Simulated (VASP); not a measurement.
# Li: single point with PBE

Li:

```
Li
1.0
     7.31287    0.00000    0.00000
     0.00000    7.31287    0.00000
     0.00000    0.00000    7.31287
Li
16
Direct
  0.03819 0.03695 0.01470
  0.45144 0.04358 0.94188
  0.04677 0.53597 0.06873
  0.01341 0.95846 0.54394
  0.28670 0.20798 0.23996
  0.48065 0.56652 0.04998
  0.52948 0.01973 0.54474
  0.82453 0.12266 0.30349
  0.99072 0.40708 0.51318
  0.30843 0.68708 0.30203
  0.25452 0.26593 0.73774
  0.61055 0.40754 0.49201
  0.72491 0.79446 0.23709
  0.83919 0.28928 0.81622
  0.21625 0.74667 0.74667
  0.70905 0.70279 0.67318
```

```json
{
 "Program": "VASP 6.6.1",
 "Task": "single point",
 "Functional": "PBE",
 "Potentials or basis": "VASP PAW PBE potentials, release 64 (Li_sv)",
 "Cutoff": "520 eV",
 "k mesh": "2 × 2 × 2",
 "Occupations": "fermi-dirac, width 0.11 eV",
 "Spin": "no spin polarisation",
 "Dipole correction": "no",
 "Further INCAR settings": "LREAL = Auto; ALGO = Normal; EDIFF = 1e-06; NBANDS = 38"
}
```

The largest force is 0.989 eV/Å. The band gap on the k mesh is zero (band 24 reaches 0.36 eV, above the bottom of band 25 at -0.31 eV).

Forces on the atoms (eV/Å):
```
Li   0.102 -0.474 -0.213
Li   0.471 -0.389  0.199
Li  -0.223 -0.160 -0.068
Li   0.058  0.170  0.016
Li  -0.023  0.186  0.386
Li   0.318 -0.582 -0.733
Li  -0.148 -0.056 -0.077
Li  -0.265  0.698 -0.221
Li   0.304  0.403 -0.436
Li  -0.278  0.541  0.768
Li   0.018  0.283 -0.057
Li  -0.472 -0.038 -0.279
Li   0.089 -0.318  0.053
Li  -0.438 -0.157  0.147
Li   0.284 -0.295  0.173
Li   0.202  0.188  0.343
```

Levels at points of the mesh, in eV from the Fermi level:
| k point | band 19 | band 20 | band 21 | band 22 | band 23 | band 24 | band 25 | band 26 | band 27 | band 28 |
| --- | --- | --- | --- | --- | --- | --- | --- | --- | --- | --- |
| (0.00, 0.00, 0.00) | -1.08 | -0.95 | -0.90 | -0.82 | -0.70 | 0.39 | 0.46 | 0.55 | 0.64 | 0.67 |
| (0.50, 0.00, 0.00) | -0.58 | -0.55 | -0.51 | -0.48 | -0.45 | -0.35 | -0.28 | -0.21 | 1.05 | 1.16 |
| (0.00, 0.50, 0.00) | -0.76 | -0.65 | -0.49 | -0.47 | -0.40 | -0.27 | -0.16 | -0.09 | 0.95 | 1.11 |
| (0.00, 0.00, 0.50) | -0.64 | -0.61 | -0.58 | -0.43 | -0.41 | -0.33 | -0.25 | -0.09 | 0.97 | 1.02 |
| (0.50, 0.50, 0.00) | -1.99 | -1.95 | -0.18 | -0.11 | -0.01 | 0.09 | 0.13 | 0.26 | 0.33 | 0.54 |
| (0.00, 0.50, 0.50) | -2.01 | -1.95 | -0.21 | -0.07 | -0.01 | 0.07 | 0.11 | 0.20 | 0.38 | 0.47 |
| (0.50, 0.00, 0.50) | -2.03 | -1.87 | -0.19 | -0.13 | 0.00 | 0.03 | 0.26 | 0.27 | 0.38 | 0.43 |
| (0.50, 0.50, 0.50) | -1.56 | -1.54 | -1.48 | -1.41 | -1.31 | -1.24 | 1.67 | 1.71 | 1.87 | 2.09 |

Wall time 68 s on 1 thread of Intel(R) Xeon(R) 6975P-C (Granite Rapids) (shared host), peak memory 0.38 GiB.

Caveat: the k points lie up to 0.43 Å⁻¹ apart.
